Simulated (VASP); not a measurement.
# TaBi2O5 (Cmcm) in VASP: notebook

Runs on TaBi2O5. Level: PBE. Tasks: single point, relaxation of cell and atoms.

Everything below comes from runs of VASP 6.6.1. Logs are shortened: lines on timing, memory, paths and dates and some standing lists are left out, and cuts for length are marked.

### 1 The cell of the first run

It takes space group Cmcm (No. 63, orthorhombic). Conventional cell: a = 4.013 Å, b = 12.305 Å, c = 10.817 Å, α = 90.00°, β = 90.00°, γ = 90.00°. Ta (site symmetry m2m) has 6 O at 1.94 to 2.12 Å within 2.6 Å. Within 3.0 Å of Bi (site symmetry m) lie 6 O at 2.29 to 2.87 Å. Within 2.6 Å of O (site symmetry m) lie 1 Ta at 1.94 Å and 2 Bi at 2.34 to 2.40 Å. Within 3.0 Å of O (site symmetry m) lie 1 Ta at 2.12 Å and 3 Bi at 2.29 to 2.85 Å and 4 O at 2.73 to 2.96 Å. O (site symmetry m2m) has 2 Ta at 2.03 Å and 8 O at 2.78 to 2.93 Å and 2 Bi at 2.87 Å within 3.0 Å.

### 2 Single point, PBE

Contents of INCAR:

```
ALGO = Normal ; EDIFF = 1E-6
ENCUT = 520 ; GGA = PE
ISIF = 2 ; ISMEAR = 0
LASPH = True ; LCHARG = False
LREAL = Auto ; LWAVE = False
NBANDS = 85 ; NELM = 100
PREC = Accurate ; SIGMA = 0.15
```

Contents of KPOINTS:

```
k-points
0
Gamma
  3 3 1
```

Contents of POSCAR:

```
TaBi2O5
1.0
    2.0063801399     -6.1527328259      0.0000000000
    2.0063801399      6.1527328259      0.0000000000
    0.0000000000      0.0000000000     10.8172035523
Ta Bi O
2 4 10
Direct
    0.1550861649      0.8449138351      0.2500000000
    0.8449138351      0.1550861649      0.7500000000
    0.8665971470      0.1334028530      0.0925268154
    0.8665971470      0.1334028530      0.4074731846
    0.1334028530      0.8665971470      0.9074731846
    0.1334028530      0.8665971470      0.5925268154
    0.0559303558      0.9440696442      0.1109682703
    0.0559303558      0.9440696442      0.3890317297
    0.2780078552      0.7219921448      0.3869574898
    0.2780078552      0.7219921448      0.1130425102
    0.9440696442      0.0559303558      0.8890317297
    0.9440696442      0.0559303558      0.6109682703
    0.7219921448      0.2780078552      0.8869574898
    0.7219921448      0.2780078552      0.6130425102
    0.3215023093      0.6784976907      0.7500000000
    0.6784976907      0.3215023093      0.2500000000
```

Potentials or basis: VASP PAW PBE potentials, release 64 (Ta_pv, Bi_d, O).

Launch:

```
$ cat potpaw_PBE.64/Ta_pv/POTCAR potpaw_PBE.64/Bi_d/POTCAR potpaw_PBE.64/O/POTCAR > POTCAR
$ mpirun -np 1 vasp_std > vasp.out
```

OUTCAR:

```text
EDIFF = 1E-6
   ENCUT = 520
   GGA = PE
   ISIF = 2
   ISMEAR = 0
   LASPH = True
   LREAL = Auto
   NELM = 100
   PREC = Accurate

 ion  position               nearest neighbor table
   1  0.155  0.845  0.250-   7 1.94   8 1.94  16 2.03  16 2.03  10 2.12   9 2.12   3 3.70   3 3.70
                             4 3.70   4 3.70   6 3.71   5 3.71
   2  0.845  0.155  0.750-  11 1.94  12 1.94  15 2.03  15 2.03  14 2.12  13 2.12   5 3.70   5 3.70
                             6 3.70   6 3.70   4 3.71   3 3.71
   3  0.867  0.133  0.093-  10 2.29  10 2.29   7 2.34  11 2.40  13 2.85  16 2.87   4 3.41   1 3.70
                             1 3.70   2 3.71   5 3.85
   4  0.867  0.133  0.407-   9 2.29   9 2.29   8 2.34  12 2.40  14 2.85  16 2.87   3 3.41   1 3.70
                             1 3.70   2 3.71   6 3.85
   5  0.133  0.867  0.907-  13 2.29  13 2.29  11 2.34   7 2.40  10 2.85  15 2.87   6 3.41   2 3.70
                             2 3.70   1 3.71   3 3.85
   6  0.133  0.867  0.593-  14 2.29  14 2.29  12 2.34   8 2.40   9 2.85  15 2.87   5 3.41   2 3.70
                             2 3.70   1 3.71   4 3.85
   7  0.056  0.944  0.111-   1 1.94   3 2.34   5 2.40
   8  0.056  0.944  0.389-   1 1.94   4 2.34   6 2.40
   9  0.278  0.722  0.387-   1 2.12   4 2.29   4 2.29   6 2.85
  10  0.278  0.722  0.113-   1 2.12   3 2.29   3 2.29   5 2.85
  11  0.944  0.056  0.889-   2 1.94   5 2.34   3 2.40
  12  0.944  0.056  0.611-   2 1.94   6 2.34   4 2.40
  13  0.722  0.278  0.887-   2 2.12   5 2.29   5 2.29   3 2.85
  14  0.722  0.278  0.613-   2 2.12   6 2.29   6 2.29   4 2.85
  15  0.322  0.678  0.750-   2 2.03   2 2.03   6 2.87   5 2.87
  16  0.678  0.322  0.250-   1 2.03   1 2.03   4 2.87   3 2.87

  LATTYP: Found a base centered orthorhombic cell.
 ALAT       =     4.0127602798
 B/A-ratio  =     3.0665837961
 C/A-ratio  =     2.6957014120

  Lattice vectors:

 A1 = (   2.0063801399,  -6.1527328259,   0.0000000000)
 A2 = (   2.0063801399,   6.1527328259,   0.0000000000)
 A3 = (   0.0000000000,   0.0000000000,  10.8172035523)

Analysis of symmetry for initial positions (statically):
=====================================================================
 Subroutine PRICEL returns:
 Original cell was already a primitive cell.

 Routine SETGRP: Setting up the symmetry group for a
 base centered orthorhombic supercell.

 Subroutine GETGRP returns: Found  8 space group operations
 (whereof  4 operations were pure point group operations)
 out of a pool of  8 trial point group operations.

The static configuration has the point symmetry C_2h.
 The point group associated with its full space group is D_2h.

Analysis of symmetry for dynamics (positions and initial velocities):
[... 127 lines left out ...]
   POTIM  = 0.5000    time-step for ionic-motion
   TEBEG  =    0.0;   TEEND  =   0.0 temperature during run
   PSTRESS=    0.0 pullay stress
   NELECT =     142.0000    total number of electrons
   NUPDOWN=      -1.0000    fix difference up-down
   EMIN   =  10.00;   EMAX   =-10.00  energy-range for DOS
   EFERMI =   0.00;   METHOD = LEGACY
   ISMEAR =     0;   SIGMA  =   0.15  broadening in eV -4-tet -1-fermi 0-gaus
   EFERMI_NEDOS =   21; number of points for ismear=-14 and -15
   IALGO  =     38    algorithm
   IMIX   =      4    mixing-type and parameters
     AMIX     =   0.40;   BMIX     =  1.00
     AMIX_MAG =   1.60;   BMIX_MAG =  1.00
  volume/ion in A,a.u.               =      16.69       112.64
  Fermi-wavevector in a.u.,A,eV,Ry     =   1.326261  2.506269 23.932200  1.758967
  Thomas-Fermi vector in A             =   2.455660
   LORBIT       =      0    0 simple, 1 ext, 2 COOP (PROOUT), +10 PAW based schemes
   GGA     = PE    functional components
   LHFCALC =     F    Hartree Fock is set to
   AEXX    =    0.0000 exact exchange contribution
   IVDW    =     0    specifies the selected vdW correction
   LEPSILON=     F    determine dielectric tensor
   LRPA    =     F    only Hartree local field effects (RPA)
 non-spin polarized calculation
 Gauss-broadening in eV      SIGMA  =   0.15
  energy-cutoff  :      520.00
  volume of cell :      267.07
 maximum number of plane-waves:      7189
   NGX = 25   NGY = 25   NGZ = 41

 number of electron     141.9999981 magnetization

 Free energy of the ion-electron system (eV)
  ---------------------------------------------------
  ext. energy  EPLUGINS =         0.00000000
  ---------------------------------------------------
  free energy    TOTEN  =      -117.51872950 eV

  energy without entropy =     -117.51818952  energy(sigma->0) =     -117.51845951

 E-fermi :   5.4701     XC(G=0):  -9.9475

 val. band max:        5.1597643702   @ k =  -0.3333   0.3333   0.0000
 cond. band min:       5.8027954744   @ k =   0.3333  -0.0000   0.0000
 fundamental gap:      0.6430311042
 Fermi energy:         5.4700951414

 k-point     1 :       0.0000    0.0000    0.0000
  band No.  band energies     occupation
      1     -30.7565      2.00000
      2     -30.7563      2.00000
      3     -30.7557      2.00000
      4     -30.7557      2.00000
      5     -30.7238      2.00000
      6     -30.7238      2.00000
[... 333 lines left out ...]
     82       8.8061      0.00000
     83       9.0057      0.00000
 [bands above 83 left out]

------------------------ aborting loop because EDIFF is reached ----------------------------------------

  FORCE on cell =-STRESS in cart. coord.  units (eV):
  Direction    XX          YY          ZZ          XY          YZ          ZX
  --------------------------------------------------------------------------------------
  -------------------------------------------------------------------------------------
  Total        0.0371370      0.8281707      0.3918724      0.0000000      0.0000000      0.0000000
  in kB        0.2227879      4.9682581      2.3508723      0.0000000      0.0000000      0.0000000
  external PRESSURE =       2.5139727 kB  Pullay stress =       0.0000000 kB

 VOLUME and BASIS-vectors are now :
 -----------------------------------------------------------------------------
  energy-cutoff  :      520.00
  volume of cell :      267.07
      direct lattice vectors                 reciprocal lattice vectors
     2.006380140 -6.152732826  0.000000000     0.249205019 -0.081264702  0.000000000
     2.006380140  6.152732826  0.000000000     0.249205019  0.081264702  0.000000000
     0.000000000  0.000000000 10.817203552     0.000000000  0.000000000  0.092445334

 POSITION                                       TOTAL-FORCE (eV/Angst)
 -----------------------------------------------------------------------------------
      2.00638      4.24433      2.70430         0.000000     -0.105064      0.000000
      2.00638     -4.24433      8.11290         0.000000      0.105064      0.000000
      2.00638     -4.51115      1.00088         0.000000      0.037249      0.035175
      2.00638     -4.51115      4.40772         0.000000      0.037249     -0.035175
      2.00638      4.51115      9.81632         0.000000     -0.037249     -0.035175
      2.00638      4.51115      6.40948         0.000000     -0.037249      0.035175
[... 8 lines left out ...]
      2.00638      2.19650      8.11290         0.000000      0.055729      0.000000
      2.00638     -2.19650      2.70430         0.000000     -0.055729      0.000000
 -----------------------------------------------------------------------------------
    total drift:                                0.000000      0.000000      0.000000

  FREE ENERGIE OF THE ION-ELECTRON SYSTEM (eV)
  ---------------------------------------------------
  free  energy   TOTEN  =      -117.5187295030 eV

  energy  without entropy=     -117.5181895175  energy(sigma->0) =     -117.51845951
```

OSZICAR:

```text
N       E                     dE             d eps       ncg     rms          rms(c)
DAV:   1     0.197091414180E+04    0.19709E+04   -0.71045E+04   680   0.192E+03
DAV:   2     0.216928949818E+03   -0.17540E+04   -0.17024E+04   720   0.555E+02
DAV:   3    -0.114301992748E+03   -0.33123E+03   -0.31486E+03   785   0.239E+02
DAV:   4    -0.141551373564E+03   -0.27249E+02   -0.26696E+02   784   0.678E+01
DAV:   5    -0.142906000529E+03   -0.13546E+01   -0.13481E+01   944   0.147E+01    0.478E+01
DAV:   6    -0.117501896073E+03    0.25404E+02   -0.13268E+02  1009   0.693E+01    0.174E+01
DAV:   7    -0.117640694341E+03   -0.13880E+00   -0.16853E+01   776   0.154E+01    0.118E+01
DAV:   8    -0.117626373992E+03    0.14320E-01   -0.23957E+00   915   0.734E+00    0.295E+00
DAV:   9    -0.117507051664E+03    0.11932E+00   -0.49089E-01   896   0.297E+00    0.429E-01
DAV:  10    -0.117517118425E+03   -0.10067E-01   -0.78685E-02   811   0.929E-01    0.343E-01
DAV:  11    -0.117517017002E+03    0.10142E-03   -0.68269E-03   976   0.423E-01    0.173E-01
DAV:  12    -0.117518545282E+03   -0.15283E-02   -0.32185E-03   832   0.299E-01    0.606E-02
DAV:  13    -0.117518637621E+03   -0.92339E-04   -0.40574E-04   920   0.106E-01    0.282E-02
DAV:  14    -0.117518712025E+03   -0.74404E-04   -0.14435E-04   864   0.491E-02    0.213E-02
DAV:  15    -0.117518723132E+03   -0.11108E-04   -0.25010E-05   696   0.222E-02    0.895E-03
DAV:  16    -0.117518727546E+03   -0.44138E-05   -0.16594E-05   736   0.161E-02    0.404E-03
DAV:  17    -0.117518728948E+03   -0.14018E-05   -0.21640E-06   592   0.644E-03    0.203E-03
DAV:  18    -0.117518729503E+03   -0.55494E-06   -0.64322E-07   472   0.332E-03
   1 F= -.11751873E+03 E0= -.11751846E+03  d E =-.539985E-03
```

stdout:

```text
POSCAR found type information on POSCAR TaBiO
 POSCAR found :  3 types and      16 ions
 scaLAPACK will be used
 LDA part: xc-table for (Slater+PW92), standard interpolation
 POSCAR, INCAR and KPOINTS ok, starting setup
 FFT: planning ... GRIDC
 FFT: planning ... GRID_SOFT
 FFT: planning ... GRID
 WAVECAR not read
 entering main loop
```

Run time: 1.9 min. Hardware: 1 thread of Intel Xeon 6975P-C (Granite Rapids), shared host; peak memory 0.45 GiB.

Results:

```yaml
Free_energy: -117.5187 eV
Pressure: 0.3 GPa
Largest_force: 0.105 eV/Å
Band_gap_on_the_k_mesh: 0.64 eV (least direct gap 0.87 eV)
```

Forces in eV/Å, atoms in the order of the input:
```
Ta   0.000 -0.105  0.000
Ta   0.000  0.105  0.000
Bi   0.000  0.037  0.035
Bi   0.000  0.037 -0.035
Bi   0.000 -0.037 -0.035
Bi   0.000 -0.037  0.035
O    0.000  0.090 -0.053
O    0.000  0.090  0.053
O    0.000  0.007  0.014
O    0.000  0.007 -0.014
O    0.000 -0.090  0.053
O    0.000 -0.090 -0.053
O    0.000 -0.007  0.014
O    0.000 -0.007 -0.014
O    0.000  0.056  0.000
O    0.000 -0.056  0.000
```

Caveat: the k points lie up to 0.58 Å⁻¹ apart; spin-orbit coupling is left out, which moves the levels of the heavy elements; an odd mesh through Γ misses points on the zone boundary, where band edges can lie.

[end of part 1 of 2]
